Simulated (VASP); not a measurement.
# GaN (C222_1) in VASP: single point with PBE

Aim: the single point of GaN with PBE.

All numbers are computed with VASP 6.6.1; they aren't measurements. Logs are shortened: lines on timing, memory, paths and dates and some standing lists are left out, and cuts for length are marked.

## (1) The cell of the first run

The structure is orthorhombic, space group C222_1 (No. 20). Conventional cell: a = 4.367 Å, b = 4.549 Å, c = 4.367 Å, α = 90.00°, β = 90.00°, γ = 90.00°. Ga (site symmetry 2) has 4 N at 1.91 to 1.93 Å within 2.5 Å. N (site symmetry 2) has 4 Ga at 1.91 to 1.93 Å within 2.5 Å.

## (2) Single point, PBE

File INCAR:

```
SYSTEM = GaN
PREC = Accurate
ENCUT = 520
EDIFF = 1E-7
ISMEAR = 0
SIGMA = 0.05
LREAL = .FALSE.
LASPH = .TRUE.
NELM = 60
ALGO = Normal
ISIF = 2
LWAVE = .FALSE.
LCHARG = .FALSE.
GGA = PE
NBANDS = 26
```

File KPOINTS:

```
Automatic mesh
0
G
  8 8 6
  0 0 0
```

File POSCAR:

```
GaN
1.0
    0.0000000000     -2.2743528144     -2.1833787018
    0.0000000000      2.2743528144     -2.1833787018
    4.3667574036      0.0000000000      0.0000000000
Ga N
2 2
Direct
    0.5131246128      0.5131246128      0.5000000000
   -0.0131246128     -0.0131246128      0.0000000000
    0.0074858941      0.4925141059      0.2500000000
    0.4925141059      0.0074858941      0.7500000000
```

Potentials or basis: VASP PAW PBE potentials, release 64 (Ga_d, N).

Started as:

```console
cat potpaw_PBE.64/Ga_d/POTCAR potpaw_PBE.64/N/POTCAR > POTCAR
mpirun -np 1 vasp_std > vasp.out
```

OUTCAR:

```text
SYSTEM = GaN
   PREC = Accurate
   ENCUT = 520
   EDIFF = 1E-7
   ISMEAR = 0
   LREAL = .FALSE.
   LASPH = .TRUE.
   NELM = 60
   ISIF = 2
   GGA = PE

 ion  position               nearest neighbor table
   1  0.513  0.513  0.500-   3 1.91   4 1.91   4 1.93   3 1.93
   2  0.987  0.987  0.000-   3 1.91   4 1.91   4 1.93   3 1.93
   3  0.007  0.493  0.250-   1 1.91   2 1.91   1 1.93   2 1.93
   4  0.493  0.007  0.750-   1 1.91   2 1.91   1 1.93   2 1.93

  LATTYP: Found a base centered orthorhombic cell.
 ALAT       =     4.3667574036
 B/A-ratio  =     1.0416666667
 C/A-ratio  =     1.0000000000

  Lattice vectors:

 A1 = (   0.0000000000,  -2.2743528144,  -2.1833787018)
 A2 = (   0.0000000000,   2.2743528144,  -2.1833787018)
 A3 = (   4.3667574036,   0.0000000000,   0.0000000000)

Analysis of symmetry for initial positions (statically):
=====================================================================
 Subroutine PRICEL returns:
 Original cell was already a primitive cell.

 Routine SETGRP: Setting up the symmetry group for a
 base centered orthorhombic supercell.

 Subroutine GETGRP returns: Found  4 space group operations
 (whereof  2 operations were pure point group operations)
 out of a pool of  8 trial point group operations.

The static configuration has the point symmetry C_2 .
 The point group associated with its full space group is D_2 .

Analysis of symmetry for dynamics (positions and initial velocities):
=====================================================================
 Subroutine PRICEL returns:
 Original cell was already a primitive cell.

 Routine SETGRP: Setting up the symmetry group for a
 base centered orthorhombic supercell.

 Subroutine GETGRP returns: Found  4 space group operations
 (whereof  2 operations were pure point group operations)
 out of a pool of  8 trial point group operations.

The dynamic configuration has the point symmetry C_2 .
 The point group associated with its full space group is D_2 .

 Subroutine INISYM returns: Found  4 space group operations
 (whereof  2 operations are pure point group operations),
 and found     1 'primitive' translations

----------------------------------------------------------------------------------------

                                     Primitive cell

  volume of cell :      43.3687

  direct lattice vectors                    reciprocal lattice vectors
     0.000000000 -2.274352814 -2.183378702     0.000000000 -0.219842760 -0.229002875
     0.000000000  2.274352814 -2.183378702     0.000000000  0.219842760 -0.229002875
     4.366757404  0.000000000  0.000000000     0.229002875  0.000000000  0.000000000

  length of vectors
     3.152748528  3.152748528  4.366757404     0.317447879  0.317447879  0.229002875

  position of ions in fractional coordinates (direct lattice)
     0.513124613  0.513124613  0.500000000
     0.986875387  0.986875387  0.000000000
     0.007485894  0.492514106  0.250000000
     0.492514106  0.007485894  0.750000000

  ion indices of the primitive-cell ions
   primitive index   ion index
                 1           1
                 2           2
                 3           3
                 4           4

----------------------------------------------------------------------------------------

 KPOINTS: Automatic mesh

Automatic generation of k-mesh.
 Grid dimensions read from file:
 generate k-points for:    8    8    6

 Generating k-lattice:

  Cartesian coordinates                     Fractional coordinates (reciprocal lattice)
     0.000000000 -0.027480345 -0.028625359     0.125000000  0.000000000  0.000000000
     0.000000000  0.027480345 -0.028625359     0.000000000  0.125000000  0.000000000
     0.038167146  0.000000000  0.000000000     0.000000000  0.000000000  0.166666667

  Length of vectors
     0.039680985  0.039680985  0.038167146

  Shift w.r.t. Gamma in fractional coordinates (k-lattice)
     0.000000000  0.000000000  0.000000000

 Subroutine IBZKPT returns following result:
 ===========================================

 Found     84 irreducible k-points:

 Following reciprocal coordinates:
            Coordinates               Weight
  0.000000  0.000000  0.000000      1.000000
  0.125000  0.000000  0.000000      4.000000
  0.250000  0.000000  0.000000      4.000000
  0.375000 -0.000000  0.000000      4.000000
  0.500000  0.000000  0.000000      2.000000
  0.125000  0.125000  0.000000      2.000000
[... 16 lines left out ...]
  0.125000  0.000000  0.166667      8.000000
  0.250000  0.000000  0.166667      8.000000
 [... further k-points ...]
   k-points           NKPTS =     84   k-points in BZ     NKDIM =     84   number of bands    NBANDS=     26
   number of dos      NEDOS =    301   number of ions     NIONS =      4
   total plane-waves  NPLWV =  18432
   dimension x,y,z NGX =    24 NGY =   24 NGZ =   32
   dimension x,y,z NGXF=    48 NGYF=   48 NGZF=   64
   ions per type =               2   2
   NGX,Y,Z   is equivalent  to a cutoff of  12.66, 12.66, 12.18 a.u.
   NGXF,Y,Z  is equivalent  to a cutoff of  25.31, 25.31, 24.37 a.u.
 SYSTEM =  GaN
   PREC   = accura    normal or accurate (medium, high low for compatibility)
   ISTART =      0    job   : 0-new  1-cont  2-samecut
   ICHARG =      2    charge: 1-file 2-atom 10-const
   ISPIN  =      1    spin polarized calculation?
   LNONCOLLINEAR =      F non collinear calculations
   LSORBIT =      F    spin-orbit coupling
   LASPH  =      T    aspherical Exc in radial PAW
   ENCUT  =  520.0 eV  38.22 Ry    6.18 a.u.   5.86  5.86  8.12*2*pi/ulx,y,z
   NELM   =     60;   NELMIN=  2; NELMDL= -5     # of ELM steps
   EDIFF  = 0.1E-06   stopping-criterion for ELM
   LREAL  =      F    real-space projection
   EDIFFG = 0.1E-05   stopping-criterion for IOM
   NSW    =      0    number of steps for IOM
   IBRION =     -1    ionic relax: 0-MD 1-quasi-New 2-CG
   NFREE  =      0    steps in history (QN), initial steepest desc. (CG)
   ISIF   =      2    stress and relaxation
   ISYM   =      2    0-nonsym 1-usesym 2-fastsym
   POTIM  = 0.5000    time-step for ionic-motion
   TEBEG  =    0.0;   TEEND  =   0.0 temperature during run
   PSTRESS=    0.0 pullay stress
   NELECT =      36.0000    total number of electrons
   NUPDOWN=      -1.0000    fix difference up-down
   EMIN   =  10.00;   EMAX   =-10.00  energy-range for DOS
   EFERMI =   0.00;   METHOD = LEGACY
   ISMEAR =     0;   SIGMA  =   0.05  broadening in eV -4-tet -1-fermi 0-gaus
   EFERMI_NEDOS =   21; number of points for ismear=-14 and -15
   IALGO  =     38    algorithm
   IMIX   =      4    mixing-type and parameters
     AMIX     =   0.40;   BMIX     =  1.00
     AMIX_MAG =   1.60;   BMIX_MAG =  1.00
  volume/ion in A,a.u.               =      10.84        73.17
  Fermi-wavevector in a.u.,A,eV,Ry     =   1.538569  2.907474 32.207642  2.367195
  Thomas-Fermi vector in A             =   2.644919
   LORBIT       =      0    0 simple, 1 ext, 2 COOP (PROOUT), +10 PAW based schemes
   GGA     = PE    functional components
   LHFCALC =     F    Hartree Fock is set to
   AEXX    =    0.0000 exact exchange contribution
   IVDW    =     0    specifies the selected vdW correction
   LEPSILON=     F    determine dielectric tensor
   LRPA    =     F    only Hartree local field effects (RPA)
 non-spin polarized calculation
 Gauss-broadening in eV      SIGMA  =   0.05
  energy-cutoff  :      520.00
  volume of cell :       43.37
 maximum number of plane-waves:      1200
   NGX = 11   NGY = 11   NGZ = 17

 number of electron      36.0000040 magnetization

 Free energy of the ion-electron system (eV)
  ---------------------------------------------------
  ext. energy  EPLUGINS =         0.00000000
  ---------------------------------------------------
  free energy    TOTEN  =       -24.07440320 eV

  energy without entropy =      -24.07440320  energy(sigma->0) =      -24.07440320

 E-fermi :   6.1894     XC(G=0): -11.9628

 val. band max:        5.9565186744   @ k =   0.0000   0.0000   0.0000
 cond. band min:       7.9403274250   @ k =   0.0000   0.0000   0.0000
 fundamental gap:      1.9838087506
 Fermi energy:         6.1893598149

 k-point     1 :       0.0000    0.0000    0.0000
  band No.  band energies     occupation
      1     -10.5226      2.00000
      2      -9.2068      2.00000
      3      -7.6559      2.00000
      4      -7.6040      2.00000
      5      -7.6036      2.00000
      6      -7.5445      2.00000
[... 18 lines left out ...]
     25      18.2774      0.00000
     26      19.8015      0.00000

 k-point     2 :       0.1250    0.0000    0.0000
  band No.  band energies     occupation
      1     -10.3964      2.00000
      2      -9.2086      2.00000
      3      -7.6332      2.00000
      4      -7.5857      2.00000
      5      -7.5763      2.00000
      6      -7.5255      2.00000
[... 18 lines left out ...]
     25      18.0917      0.00000
     26      19.4689      0.00000

 k-point     3 :       0.2500    0.0000    0.0000
  band No.  band energies     occupation
      1     -10.0690      2.00000
      2      -9.2253      2.00000
      3      -7.5829      2.00000
      4      -7.5473      2.00000
      5      -7.4970      2.00000
      6      -7.4419      2.00000
[... 18 lines left out ...]
     25      17.4849      0.00000
     26      19.0703      0.00000

 k-point     4 :       0.3750   -0.0000    0.0000
  band No.  band energies     occupation
      1      -9.6920      2.00000
      2      -9.2826      2.00000
      3      -7.5323      2.00000
      4      -7.5166      2.00000
      5      -7.4877      2.00000
      6      -7.3822      2.00000
[... 18 lines left out ...]
     25      17.4332      0.00000
     26      18.3727      0.00000

 k-point     5 :       0.5000    0.0000    0.0000
  band No.  band energies     occupation
      1      -9.4399      2.00000
      2      -9.4034      2.00000
      3      -7.5185      2.00000
      4      -7.4959      2.00000
      5      -7.4725      2.00000
      6      -7.4236      2.00000
[... 18 lines left out ...]
     25      17.5440      0.00000
     26      17.9642      0.00000

 k-point     6 :       0.1250    0.1250    0.0000
  band No.  band energies     occupation
      1     -10.2683      2.00000
      2      -9.2107      2.00000
      3      -7.6067      2.00000
      4      -7.5623      2.00000
      5      -7.5589      2.00000
      6      -7.5053      2.00000
[... 427 lines left out ...]
 k-point    21 :       0.5000    0.5000    0.0000
  band No.  band energies     occupation
      1      -9.2224      2.00000
      2      -9.2186      2.00000
      3      -7.5466      2.00000
      4      -7.5179      2.00000
      5      -7.2834      2.00000
      6      -7.2721      2.00000
[... 18 lines left out ...]
     25      19.8349      0.00000
     26      20.6044      0.00000

 k-point    22 :       0.0000    0.0000    0.1667
  band No.  band energies     occupation
      1     -10.4054      2.00000
      2      -9.2476      2.00000
      3      -7.6335      2.00000
      4      -7.5857      2.00000
      5      -7.5843      2.00000
      6      -7.5280      2.00000
[... 18 lines left out ...]
     25      18.0265      0.00000
     26      19.4864      0.00000

 k-point    23 :       0.1250    0.0000    0.1667
  band No.  band energies     occupation
      1     -10.2882      2.00000
      2      -9.2472      2.00000
      3      -7.6160      2.00000
      4      -7.5748      2.00000
      5      -7.5406      2.00000
      6      -7.5096      2.00000
[... 18 lines left out ...]
     25      17.6369      0.00000
     26      19.3493      0.00000

 k-point    24 :       0.2500    0.0000    0.1667
  band No.  band energies     occupation
      1      -9.9901      2.00000
      2      -9.2581      2.00000
      3      -7.5791      2.00000
      4      -7.5398      2.00000
      5      -7.4927      2.00000
      6      -7.3814      2.00000
[... 18 lines left out ...]
     25      17.1901      0.00000
     26      18.7773      0.00000

 [... further k-points ...]
[... 5 lines left out ...]
  --------------------------------------------------------------------------------------
  -------------------------------------------------------------------------------------
  Total        5.0111948      3.5384788      4.8808994      0.0000000      0.0000000      0.0000000
  in kB      185.1296145    130.7227611    180.3160850      0.0000000      0.0000000      0.0000000
  external PRESSURE =     165.3894869 kB  Pullay stress =       0.0000000 kB

 VOLUME and BASIS-vectors are now :
 -----------------------------------------------------------------------------
  energy-cutoff  :      520.00
  volume of cell :       43.37
      direct lattice vectors                 reciprocal lattice vectors
     0.000000000 -2.274352814 -2.183378702     0.000000000 -0.219842760 -0.229002875
     0.000000000  2.274352814 -2.183378702     0.000000000  0.219842760 -0.229002875
     4.366757404  0.000000000  0.000000000     0.229002875  0.000000000  0.000000000

 POSITION                                       TOTAL-FORCE (eV/Angst)
 -----------------------------------------------------------------------------------
      2.18338      0.00000     -2.24069         0.000000      0.000000      0.572647
      0.00000      0.00000     -4.30945         0.000000      0.000000     -0.572647
      1.09169      1.10313     -1.09169        -0.000000     -0.015900     -0.000000
      3.27507     -1.10313     -1.09169         0.000000      0.015900     -0.000000
 -----------------------------------------------------------------------------------
    total drift:                               -0.000000     -0.000000      0.000000

  FREE ENERGIE OF THE ION-ELECTRON SYSTEM (eV)
  ---------------------------------------------------
  free  energy   TOTEN  =       -24.0744031998 eV

  energy  without entropy=      -24.0744031998  energy(sigma->0) =      -24.07440320
```

Run time: 69 s. Hardware: 1 thread of AMD EPYC 7R13 (Zen 3), shared host; peak memory 0.17 GiB.

What came out:

| Property | Result |
| --- | --- |
| Free energy | -24.0744 eV |
| Pressure | 16.5 GPa |
| Largest force | 0.573 eV/Å |
| Band gap on the k mesh | 1.98 eV |

Forces in eV/Å, atoms in the order of the input:
```
Ga   0.000  0.000  0.573
Ga   0.000  0.000 -0.573
N    0.000 -0.016  0.000
N    0.000  0.016  0.000
```

Stress tensor (GPa, compression positive):
```
18.51  0.00  0.00
 0.00 13.07  0.00
 0.00  0.00 18.03
```

Levels at points of the mesh, in eV from the valence-band top:
| k point | band 15 | band 16 | band 17 | band 18 | band 19 | band 20 | band 21 | band 22 |
| --- | --- | --- | --- | --- | --- | --- | --- | --- |
| (0.00, 0.00, 0.00) | -3.05 | -0.21 | 0.00 | 0.00 | 1.98 | 3.18 | 6.68 | 10.49 |
| (0.50, 0.00, 0.00) | -3.47 | -3.39 | -1.27 | -1.24 | 6.59 | 6.85 | 7.37 | 7.60 |
| (0.50, 0.50, 0.00) | -3.07 | -3.06 | -2.73 | -2.73 | 3.19 | 3.48 | 6.67 | 7.34 |
| (0.00, 0.00, 0.50) | -1.78 | -1.78 | -1.66 | -1.66 | 4.72 | 4.72 | 7.57 | 7.57 |
| (0.50, 0.00, 0.50) | -1.27 | -1.27 | -0.94 | -0.94 | 4.88 | 4.88 | 8.88 | 8.88 |
| (0.50, 0.50, 0.50) | -4.03 | -4.03 | -3.93 | -3.93 | 6.32 | 6.32 | 8.89 | 8.89 |

PBE gaps usually lie below the measured ones, often by a third to a half.
